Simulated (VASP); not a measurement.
# As (Fd-3m) in VASP: notebook

Runs on As. Level: LDA. Tasks: single point, relaxation of cell and atoms.

Program: VASP 6.6.1. These are calculated values, not measurements. Logs are shortened: lines on timing, memory, paths and dates and some standing lists are left out, and cuts for length are marked.

## (1) The cell of the first run

The structure is cubic, space group Fd-3m (No. 227). Conventional cell: a = 5.959 Å, b = 5.959 Å, c = 5.959 Å, α = 90.00°, β = 90.00°, γ = 90.00°. As (site symmetry -43m) has 4 As at 2.58 Å within 3.4 Å.

## (2) Single point, LDA

File INCAR:

```
PREC = Accurate
ENCUT = 520
EDIFF = 1E-6
ISMEAR = -1
SIGMA = 0.1
LREAL = False
LASPH = True
NELM = 60
ALGO = Normal
ISIF = 2
LWAVE = False
LCHARG = False
NBANDS = 12
```

File KPOINTS:

```
regular mesh
0
Gamma
  12 12 12
```

File POSCAR:

```
As
1.0
    0.0000000000      2.9795393622      2.9795393622
    2.9795393622      0.0000000000      2.9795393622
    2.9795393622      2.9795393622      0.0000000000
As
2
Direct
    0.0000000000      0.0000000000      0.0000000000
    0.2500000000      0.2500000000      0.2500000000
```

Potentials or basis: VASP PAW LDA potentials, release 64 (As).

Command:

```
$ cat potpaw_LDA.64/As/POTCAR > POTCAR
$ mpirun -np 1 vasp_std > vasp.out
```

OUTCAR:

```text
PREC = Accurate
   ENCUT = 520
   EDIFF = 1E-6
   ISMEAR = -1
   LREAL = False
   LASPH = True
   NELM = 60
   ISIF = 2

 ion  position               nearest neighbor table
   1  0.000  0.000  0.000-   2 2.58   2 2.58   2 2.58   2 2.58
   2  0.250  0.250  0.250-   1 2.58   1 2.58   1 2.58   1 2.58

  LATTYP: Found a face centered cubic cell.
 ALAT       =     5.9590787244

  Lattice vectors:

 A1 = (   0.0000000000,   2.9795393622,   2.9795393622)
 A2 = (   2.9795393622,   0.0000000000,   2.9795393622)
 A3 = (   2.9795393622,   2.9795393622,   0.0000000000)

Analysis of symmetry for initial positions (statically):
=====================================================================
 Subroutine PRICEL returns:
 Original cell was already a primitive cell.

 Routine SETGRP: Setting up the symmetry group for a
 face centered cubic supercell.

 Subroutine GETGRP returns: Found 48 space group operations
 (whereof 24 operations were pure point group operations)
 out of a pool of 48 trial point group operations.

The static configuration has the point symmetry T_d .
 The point group associated with its full space group is O_h .

Analysis of symmetry for dynamics (positions and initial velocities):
=====================================================================
 Subroutine PRICEL returns:
 Original cell was already a primitive cell.

 Routine SETGRP: Setting up the symmetry group for a
 face centered cubic supercell.

 Subroutine GETGRP returns: Found 48 space group operations
 (whereof 24 operations were pure point group operations)
 out of a pool of 48 trial point group operations.

The dynamic configuration has the point symmetry T_d .
 The point group associated with its full space group is O_h .

 Subroutine INISYM returns: Found 48 space group operations
 (whereof 24 operations are pure point group operations),
 and found     1 'primitive' translations

----------------------------------------------------------------------------------------

                                     Primitive cell

  volume of cell :      52.9026

  direct lattice vectors                    reciprocal lattice vectors
     0.000000000  2.979539362  2.979539362    -0.167811175  0.167811175  0.167811175
     2.979539362  0.000000000  2.979539362     0.167811175 -0.167811175  0.167811175
     2.979539362  2.979539362  0.000000000     0.167811175  0.167811175 -0.167811175

  length of vectors
     4.213704976  4.213704976  4.213704976     0.290657480  0.290657480  0.290657480

  position of ions in fractional coordinates (direct lattice)
     0.000000000  0.000000000  0.000000000
     0.250000000  0.250000000  0.250000000

  ion indices of the primitive-cell ions
   primitive index   ion index
                 1           1
                 2           2

----------------------------------------------------------------------------------------

 KPOINTS: regular mesh

Automatic generation of k-mesh.
 Grid dimensions read from file:
 generate k-points for:   12   12   12

 Generating k-lattice:

  Cartesian coordinates                     Fractional coordinates (reciprocal lattice)
    -0.013984265  0.013984265  0.013984265     0.083333333  0.000000000  0.000000000
     0.013984265 -0.013984265  0.013984265     0.000000000  0.083333333  0.000000000
     0.013984265  0.013984265 -0.013984265     0.000000000  0.000000000  0.083333333

  Length of vectors
     0.024221457  0.024221457  0.024221457

  Shift w.r.t. Gamma in fractional coordinates (k-lattice)
     0.000000000  0.000000000  0.000000000

 Subroutine IBZKPT returns following result:
 ===========================================

 Found     72 irreducible k-points:

 Following reciprocal coordinates:
            Coordinates               Weight
  0.000000  0.000000  0.000000      1.000000
  0.083333  0.000000  0.000000      8.000000
  0.166667  0.000000  0.000000      8.000000
  0.250000  0.000000  0.000000      8.000000
  0.333333  0.000000  0.000000      8.000000
  0.416667  0.000000  0.000000      8.000000
[... 16 lines left out ...]
  0.500000  0.166667  0.000000     24.000000
 -0.416667  0.166667  0.000000     24.000000
 [... further k-points ...]
   k-points           NKPTS =     72   k-points in BZ     NKDIM =     72   number of bands    NBANDS=     12
   number of dos      NEDOS =    301   number of ions     NIONS =      2
   total plane-waves  NPLWV =  32768
   dimension x,y,z NGX =    32 NGY =   32 NGZ =   32
   dimension x,y,z NGXF=    64 NGYF=   64 NGZF=   64
   ions per type =               2
   NGX,Y,Z   is equivalent  to a cutoff of  12.63, 12.63, 12.63 a.u.
   NGXF,Y,Z  is equivalent  to a cutoff of  25.25, 25.25, 25.25 a.u.
 SYSTEM =  unknown system
   PREC   = accura    normal or accurate (medium, high low for compatibility)
   ISTART =      0    job   : 0-new  1-cont  2-samecut
   ICHARG =      2    charge: 1-file 2-atom 10-const
   ISPIN  =      1    spin polarized calculation?
   LNONCOLLINEAR =      F non collinear calculations
   LSORBIT =      F    spin-orbit coupling
   LASPH  =      T    aspherical Exc in radial PAW
   ENCUT  =  520.0 eV  38.22 Ry    6.18 a.u.   7.83  7.83  7.83*2*pi/ulx,y,z
   NELM   =     60;   NELMIN=  2; NELMDL= -5     # of ELM steps
   EDIFF  = 0.1E-05   stopping-criterion for ELM
   LREAL  =      F    real-space projection
   EDIFFG = 0.1E-04   stopping-criterion for IOM
   NSW    =      0    number of steps for IOM
   IBRION =     -1    ionic relax: 0-MD 1-quasi-New 2-CG
   NFREE  =      0    steps in history (QN), initial steepest desc. (CG)
   ISIF   =      2    stress and relaxation
   ISYM   =      2    0-nonsym 1-usesym 2-fastsym
   POTIM  = 0.5000    time-step for ionic-motion
   TEBEG  =    0.0;   TEEND  =   0.0 temperature during run
   PSTRESS=    0.0 pullay stress
   NELECT =      10.0000    total number of electrons
   NUPDOWN=      -1.0000    fix difference up-down
   EMIN   =  10.00;   EMAX   =-10.00  energy-range for DOS
   EFERMI =   0.00;   METHOD = LEGACY
   ISMEAR =    -1;   SIGMA  =   0.10  broadening in eV -4-tet -1-fermi 0-gaus
   EFERMI_NEDOS =   21; number of points for ismear=-14 and -15
   IALGO  =     38    algorithm
   IMIX   =      4    mixing-type and parameters
     AMIX     =   0.40;   BMIX     =  1.00
     AMIX_MAG =   1.60;   BMIX_MAG =  1.00
  volume/ion in A,a.u.               =      26.45       178.50
  Fermi-wavevector in a.u.,A,eV,Ry     =   0.939541  1.775475 12.010368  0.882737
  Thomas-Fermi vector in A             =   2.066863
   LORBIT       =      0    0 simple, 1 ext, 2 COOP (PROOUT), +10 PAW based schemes
   GGA     = CA    functional components
   LHFCALC =     F    Hartree Fock is set to
   AEXX    =    0.0000 exact exchange contribution
   IVDW    =     0    specifies the selected vdW correction
   LEPSILON=     F    determine dielectric tensor
   LRPA    =     F    only Hartree local field effects (RPA)
 non-spin polarized calculation
  energy-cutoff  :      520.00
  volume of cell :       52.90
 maximum number of plane-waves:      1458
   NGX = 15   NGY = 15   NGZ = 15

 number of electron      10.0000002 magnetization

 Free energy of the ion-electron system (eV)
  ---------------------------------------------------
  ext. energy  EPLUGINS =         0.00000000
  ---------------------------------------------------
  free energy    TOTEN  =       -10.00127229 eV

  energy without entropy =       -9.97527546  energy(sigma->0) =       -9.98827388

 E-fermi :   3.4837     XC(G=0):  -9.1483

 val. band max:        3.4286959323   @ k =   0.5000   0.3333   0.1667
 cond. band min:       3.5331819782   @ k =  -0.4167   0.3333   0.1667
 fundamental gap:      0.1044860459
 Fermi energy:         3.4837166161

 k-point     1 :       0.0000    0.0000    0.0000
  band No.  band energies     occupation
      1     -10.6916      2.00000
      2      -2.1820      2.00000
      3       1.2802      2.00000
      4       1.2802      2.00000
      5       1.2802      2.00000
      6       4.0898      0.00465
      7       4.0898      0.00465
      8       4.0898      0.00465
      9       8.2387      0.00000
     10      11.4677      0.00000
     11      11.4677      0.00000
     12      13.2008      0.00000

 k-point     2 :       0.0833    0.0000    0.0000
  band No.  band energies     occupation
      1     -10.6264      2.00000
      2      -2.5285      2.00000
      3       1.1775      2.00000
      4       1.1775      2.00000
      5       1.3477      2.00000
      6       4.2384      0.00105
      7       4.2384      0.00105
      8       4.2426      0.00101
      9       8.5787      0.00000
     10      11.1235      0.00000
     11      11.1235      0.00000
     12      12.8761      0.00000

 k-point     3 :       0.1667    0.0000    0.0000
  band No.  band energies     occupation
      1     -10.4348      2.00000
      2      -3.3357      2.00000
      3       0.9395      2.00000
      4       0.9395      2.00000
      5       1.3349      2.00000
      6       4.5872      0.00003
      7       4.5872      0.00003
      8       4.8132      0.00000
      9       9.3721      0.00000
     10      10.7027      0.00000
     11      10.7027      0.00000
     12      12.4184      0.00000
[... 286 lines left out ...]
 k-point    23 :       0.5000    0.1667    0.0000
  band No.  band energies     occupation
      1      -9.0511      2.00000
      2      -6.2871      2.00000
      3      -1.0170      2.00000
      4      -0.0887      2.00000
      5       2.3853      1.99997
      6       5.0678      0.00000
      7       6.1967      0.00000
      8       7.4519      0.00000
      9      10.5024      0.00000
     10      11.3639      0.00000
     11      12.5110      0.00000
     12      12.7810      0.00000

 k-point    24 :      -0.4167    0.1667    0.0000
  band No.  band energies     occupation
      1      -8.9967      2.00000
      2      -6.3677      2.00000
      3      -1.1404      2.00000
      4       0.0308      2.00000
      5       2.3245      1.99998
      6       5.3292      0.00000
      7       6.0044      0.00000
      8       7.8102      0.00000
      9      10.0147      0.00000
     10      11.4059      0.00000
     11      11.8178      0.00000
     12      13.2351      0.00000

 [... further k-points ...]
[... 5 lines left out ...]
  --------------------------------------------------------------------------------------
  -------------------------------------------------------------------------------------
  Total        0.0685929      0.0685929      0.0685929     -0.0000000      0.0000000      0.0000000
  in kB        2.0773637      2.0773637      2.0773637     -0.0000000      0.0000000      0.0000000
  external PRESSURE =       2.0773637 kB  Pullay stress =       0.0000000 kB

 VOLUME and BASIS-vectors are now :
 -----------------------------------------------------------------------------
  energy-cutoff  :      520.00
  volume of cell :       52.90
      direct lattice vectors                 reciprocal lattice vectors
     0.000000000  2.979539362  2.979539362    -0.167811175  0.167811175  0.167811175
     2.979539362  0.000000000  2.979539362     0.167811175 -0.167811175  0.167811175
     2.979539362  2.979539362  0.000000000     0.167811175  0.167811175 -0.167811175

 POSITION                                       TOTAL-FORCE (eV/Angst)
 -----------------------------------------------------------------------------------
      0.00000      0.00000      0.00000         0.000000      0.000000      0.000000
      1.48977      1.48977      1.48977        -0.000000     -0.000000     -0.000000
 -----------------------------------------------------------------------------------
    total drift:                               -0.000000      0.000000      0.000000

  FREE ENERGIE OF THE ION-ELECTRON SYSTEM (eV)
  ---------------------------------------------------
  free  energy   TOTEN  =       -10.0012722922 eV

  energy  without entropy=       -9.9752754593  energy(sigma->0) =       -9.98827388
```

Run time: 17 s. Hardware: 1 thread of Intel Xeon 6975P-C (Granite Rapids), shared host; peak memory 0.17 GiB.

What came out:

```
Free energy            : -10.0013 eV
Pressure               : 0.2 GPa
Band gap on the k mesh : zero (band 5 reaches 4.66 eV, above the bottom of band 6 at 2.72 eV)
```

[end of part 1 of 2]
